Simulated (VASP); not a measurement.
Input of a VASP 6.6.1 run:

Contents of INCAR:

```
ALGO     = Normal         # electronic algorithm
EDIFF    = 1E-6           # SCF threshold, eV
ENCUT    = 520            # plane-wave cutoff, eV
GGA      = PS             # functional
ISIF     = 2              # what is computed and relaxed
ISMEAR   = -1             # smearing method
LASPH    = True           # aspherical terms in the spheres
LCHARG   = False          # write CHGCAR
LREAL    = False          # projectors in reciprocal space
LWAVE    = False          # write WAVECAR
NBANDS   = 14             # bands
NELM     = 80             # most SCF steps
PREC     = Accurate       # precision mode
SIGMA    = 0.1            # smearing width, eV
```

KPOINTS

```
k-points
0
Gamma
  9 9 3
```

File POSCAR:

```
Al
1.0
    2.7791511821      0.0000000000      0.0000000000
   -1.3895760826      2.4068160157      0.0000000000
    0.0000000000      0.0000000000      9.0302681196
Al
4
Direct
    0.0000000000      0.0000000000      0.0000000000
    0.3333333333      0.6666666667      0.2500000000
    0.0000000000      0.0000000000      0.5000000000
    0.6666666667      0.3333333333      0.7500000000
```

Potentials or basis: VASP PAW PBE potentials, release 64 (Al).

Run with:

```console
$ cat potpaw_PBE.64/Al/POTCAR > POTCAR
$ mpirun -np 1 vasp_std > vasp.out
```

Task: Estimate the band gap on the k mesh.

Result: Zero (band 6 reaches 13.03 eV, above the bottom of band 7 at 7.50 eV).

Task: What does it give for the pressure?

Result: 6.9 GPa.

Stress tensor (GPa, compression positive):
```
5.88 0.00 0.00
0.00 5.88 0.00
0.00 0.00 8.80
```

Caveat: the PAW data sets were made with another functional, which shifts forces and pressure a little.
